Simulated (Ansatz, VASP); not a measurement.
K3W2 in VASP and in Ansatz

```xyz
5
Lattice="4.7770 0.0000 0.0000 -2.3885 4.1370 0.0000 0.0000 0.0000 10.7265" Properties=species:S:1:pos:R:3 pbc="T T T"
K     0.0000    0.0000    0.0000
K     0.0000    2.7580    7.4746
K     2.3885    1.3790    3.2519
W     0.0000    2.7580    0.0712
W     2.3885    1.3790   10.6553
```

Alike in both runs: functional PBE; k mesh 12 × 12 × 4; occupations gaussian, width 0.1 eV; no spin polarisation.

Ansatz relaxed the structure, and its values are those at the end. VASP's run is a single point on that final structure, the one shown.

|  | VASP | Ansatz |
| --- | --- | --- |
| version | VASP 6.6.1 | Ansatz 0.2.0 |
| potentials or method | VASP PAW PBE potentials, release 64 (K_sv, W_sv), cutoff 520 eV | scalar-relativistic, plane waves, PAW |
| valence electrons in the cell | 55 | 55 |

```tsv
	VASP	Ansatz	Ansatz less VASP
gap on the k mesh at the Fermi level (eV)	none	none	-
pressure (GPa)	0.2	0.0	-0.15
rms of the force components (eV/Å)	0.004	0.002	-0.0027
```

A gap of «none» marks a metal or a gap that the smearing closes.

Spin-orbit coupling is off throughout.
